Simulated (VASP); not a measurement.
# Nb (Fd-3m) in VASP: further runs, part 2 of 2

VASP 6.6.1. The steps go on from the part before.

## 4. Single point, LDA (volume scaled by 0.96)

File INCAR:

```
  PREC = Accurate
  ENCUT = 520
  EDIFF = 1E-6
  ISMEAR = -1
  SIGMA = 0.1
  LREAL = False
  LASPH = True
  NELM = 100
  ALGO = Normal
  ISIF = 2
  LWAVE = False
  LCHARG = False
  NBANDS = 20
```

File KPOINTS:

```
regular mesh
0
Gamma
  11 11 11
```

File POSCAR:

```
Nb
1.0
    0.0000000000      2.8393932296      2.8393932296
    2.8393932296      0.0000000000      2.8393932296
    2.8393932296      2.8393932296      0.0000000000
Nb
2
Direct
    0.1250000000      0.1250000000      0.1250000000
    0.8750000000      0.8750000000      0.8750000000
```

Potentials or basis: VASP PAW LDA potentials, release 64 (Nb_sv).

Started as:

```
$ cat potpaw_LDA.64/Nb_sv/POTCAR > POTCAR
$ mpirun -np 1 vasp_std > vasp.out
```

OUTCAR:

```text
PREC = Accurate
   ENCUT = 520
   EDIFF = 1E-6
   ISMEAR = -1
   LREAL = False
   LASPH = True
   NELM = 100
   ISIF = 2

 ion  position               nearest neighbor table
   1  0.125  0.125  0.125-   2 2.46   2 2.46   2 2.46   2 2.46
   2  0.875  0.875  0.875-   1 2.46   1 2.46   1 2.46   1 2.46

  LATTYP: Found a face centered cubic cell.
 ALAT       =     5.6787864592

  Lattice vectors:

 A1 = (   0.0000000000,   2.8393932296,   2.8393932296)
 A2 = (   2.8393932296,   0.0000000000,   2.8393932296)
 A3 = (   2.8393932296,   2.8393932296,   0.0000000000)

Analysis of symmetry for initial positions (statically):
=====================================================================
 Subroutine PRICEL returns:
 Original cell was already a primitive cell.

 Routine SETGRP: Setting up the symmetry group for a
 face centered cubic supercell.

 Subroutine GETGRP returns: Found 48 space group operations
 (whereof 12 operations were pure point group operations)
 out of a pool of 48 trial point group operations.

The static configuration has the point symmetry D_3d.
 The point group associated with its full space group is O_h .
[... 158 lines left out ...]
  free energy    TOTEN  =       -17.30385086 eV

  energy without entropy =      -17.20725857  energy(sigma->0) =      -17.25555472

 E-fermi :   7.7971     XC(G=0): -11.1059

 val. band max:        7.7819675290   @ k =  -0.4545   0.1818   0.0909
 cond. band min:       7.8011977209   @ k =   0.3636   0.2727   0.0909
 fundamental gap:      0.0192301919
 Fermi energy:         7.7970780000

 k-point     1 :       0.0000    0.0000    0.0000
  band No.  band energies     occupation
      1     -46.5223      2.00000
      2     -45.4956      2.00000
      3     -23.1451      2.00000
      4     -23.1451      2.00000
      5     -23.1451      2.00000
      6     -21.6494      2.00000
[... 541 lines left out ...]
     19      13.9840      0.00000
     20      17.7056      0.00000

 [... further k-points ...]

------------------------ aborting loop because EDIFF is reached ----------------------------------------

  FORCE on cell =-STRESS in cart. coord.  units (eV):
  Direction    XX          YY          ZZ          XY          YZ          ZX
  --------------------------------------------------------------------------------------
  -------------------------------------------------------------------------------------
  Total        1.0520075      1.0520075      1.0520075      0.0000000     -0.0000000     -0.0000000
  in kB       36.8148280     36.8148280     36.8148280      0.0000000     -0.0000000     -0.0000000
  external PRESSURE =      36.8148280 kB  Pullay stress =       0.0000000 kB

 VOLUME and BASIS-vectors are now :
 -----------------------------------------------------------------------------
  energy-cutoff  :      520.00
  volume of cell :       45.78
      direct lattice vectors                 reciprocal lattice vectors
     0.000000000  2.839393230  2.839393230    -0.176093961  0.176093961  0.176093961
     2.839393230  0.000000000  2.839393230     0.176093961 -0.176093961  0.176093961
     2.839393230  2.839393230  0.000000000     0.176093961  0.176093961 -0.176093961

 POSITION                                       TOTAL-FORCE (eV/Angst)
 -----------------------------------------------------------------------------------
      0.70985      0.70985      0.70985         0.000000      0.000000      0.000000
      4.96894      4.96894      4.96894        -0.000000     -0.000000     -0.000000
 -----------------------------------------------------------------------------------
    total drift:                               -0.000000      0.000000      0.000000

  FREE ENERGIE OF THE ION-ELECTRON SYSTEM (eV)
  ---------------------------------------------------
  free  energy   TOTEN  =       -17.3038508637 eV

  energy  without entropy=      -17.2072585741  energy(sigma->0) =      -17.25555472
```

It took 72 s on 1 thread of AMD EPYC 7R13, shared host; peak memory 0.14 GiB.

What came out:

```yaml
Free_energy: -17.3039 eV
Pressure: 3.7 GPa
Band_gap_on_the_k_mesh: zero (band 13 reaches 8.52 eV, above the bottom of band 14 at 6.91 eV)
```

Levels at points of the mesh, in eV from the Fermi level:
```tsv
k point	band 10	band 11	band 12	band 13	band 14	band 15	band 16	band 17
(0.00, 0.00, 0.00)	-1.86	-1.86	-0.59	-0.59	-0.59	2.12	2.12	2.12
```

## 5. Summary

```tsv
cell	k mesh	gap on the mesh (eV)	pressure (GPa)
a = 4.071 Å, angles 60.0°, 2 atoms	9 × 9 × 9	none	0.0
a = 3.959 Å, angles 60.0°, 2 atoms	11 × 11 × 11	none	8.2
a = 4.016 Å, angles 60.0°, 2 atoms	11 × 11 × 11	none	3.7
```

Alike in all rows: task single point; level LDA; potentials or basis VASP PAW LDA potentials, release 64 (Nb_sv); no spin polarisation; cutoff (eV) 520; smearing fermi-dirac 0.1 eV.

Absolute energies hang on the potentials; compare differences alone.
